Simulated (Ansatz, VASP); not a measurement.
BP: VASP beside Ansatz

File POSCAR:

```
BP
1.0
    0.0000000000      2.2690000000      2.2690000000
    2.2690000000      0.0000000000      2.2690000000
    2.2690000000      2.2690000000      0.0000000000
P B
1 1
Direct
    0.7500000000      0.7500000000      0.7500000000
    0.0000000000      0.0000000000      0.0000000000
```

INCAR.step1

```
SYSTEM = BP
PREC = Accurate
ENCUT = 520
EDIFF = 1E-5
ISMEAR = -1
SIGMA = 0.05
LREAL = .False.
LASPH = .True.
NELM = 60
ALGO = Normal
ISIF = 2
LWAVE = .True.
LCHARG = .False.
NBANDS = 11
GGA = PE
```

File INCAR.step2:

```
SYSTEM = BP
PREC = Accurate
ENCUT = 520
EDIFF = 1E-6
ISMEAR = -1
SIGMA = 0.05
LREAL = .False.
LASPH = .True.
NELM = 60
ALGO = Normal
ISIF = 2
LWAVE = .False.
LCHARG = .False.
GGA = PE
LHFCALC = .True.
AEXX = 0.5
HFSCREEN = 0.2078699
PRECFOCK = Normal
NBANDS = 11
ISTART = 1
```

KPOINTS

```
regular mesh
0
Gamma
  6 6 6
  0 0 0
```

input.yaml

```yaml
crystal:
  lattice:
    - [0.0, 2.269, 2.269]
    - [2.269, 0.0, 2.269]
    - [2.269, 2.269, 0.0]
  atoms:
    - { symbol: P, position: [0.75, 0.75, 0.75] }
    - { symbol: B, position: [0.0, 0.0, 0.0] }
hamiltonian:
  xc:
    exchange: pbe
    correlation: pbe
    exx: { coeff: 0.5, omega: 0.2078699 }
  pseudopotentials: { kind: paw }
kpoints:
  mp_grid: { grid: [6, 6, 6] }
scf:
  occupations: { method: fermi_dirac, width: 0.05 }
output:
  forces: true
  stress: true
  eigenvalues: true
  write_density: true
  write_potential: true
  elf: true
  volumetric_format: npy
```

Alike in both runs: task single point; functional PBE-based screened hybrid; k mesh 6 × 6 × 6; occupations fermi-dirac, width 0.05 eV; no spin polarisation.

```csv
,VASP,Ansatz
version,VASP 6.6.1,Ansatz 0.2.0
potentials or method,"VASP PAW PBE potentials, release 64 (P, B)",Ansatz PAW
plane-wave cutoff (eV),520,420
valence electrons in the cell,8,8
```

|  | VASP | Ansatz | Ansatz less VASP |
| --- | --- | --- | --- |
| gap on the k mesh at the Fermi level (eV) | 2.86 | 2.86 | +0.003 |
| least direct gap on the mesh (eV) | 5.35 | 5.35 | +0.008 |
| pressure (GPa) | -4.9 | -4.0 | +0.89 |

VASP's potentials were made for PBE, not for PBE-based screened hybrid.
